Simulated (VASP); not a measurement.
A run of VASP 6.6.1 is set up as follows.

The input INCAR:

```
SYSTEM = C
PREC = Accurate
ENCUT = 520
EDIFF = 1E-6
ISMEAR = 0
SIGMA = 0.05
LREAL = Auto
LASPH = .True.
NELM = 100
ALGO = Normal
ISIF = 2
LWAVE = .False.
LCHARG = .False.
LDIPOL = .True.
IDIPOL = 3
DIPOL = 0.5 0.5 0.498
GGA = PS
NBANDS = 46
```

KPOINTS

```
Automatic mesh
0
Gamma
  15 5 1
  0 0 0
```

POSCAR

```
C
1.0
    2.4589102530      0.0000000000      0.0000000000
   -2.4589102530      7.3348995022      0.0000000000
    0.0000000000      0.0000000000     21.9639274826
C
16
Direct
    0.7967867856      0.2967867856      0.3414689839
    0.7967867856      0.7967867856      0.3414689839
    0.3155952826      0.3155952826      0.3731705532
    0.3155952826      0.8155952826      0.3731705532
    0.3529778196      0.3529778196      0.4365891382
    0.3529778196      0.8529778196      0.4365891382
    0.8371719210      0.3575088520      0.4692777164
    0.9015312429      0.8810688346      0.4679625450
    0.7746290156      0.3698538495      0.5338428130
    1.0147091335      0.9185072015      0.5314432042
    0.2724570652      0.3878480577      0.5662345490
    0.5335440473      0.9167526702      0.5644575755
    0.2926838574      0.4794867083      0.6234816469
    0.5313199338      0.8400230603      0.6242066419
    0.8549244718      0.5624521534      0.6419222204
    0.9691521966      0.7573091326      0.6429339601
```

Potentials or basis: VASP PAW PBE potentials, release 64 (C).

The run is started by

```sh
$ cat potpaw_PBE.64/C/POTCAR > POTCAR
$ mpirun -np 1 vasp_std > vasp.out
```

(1) What does it give for the largest force?

(2) Estimate the band gap on the k mesh.

Results:

(1) 2.746 eV/Å.

(2) zero (bands 32 and 33 overlap by 0.13 eV).

Caveat: the PAW data sets were made with another functional, which shifts forces and pressure a little.
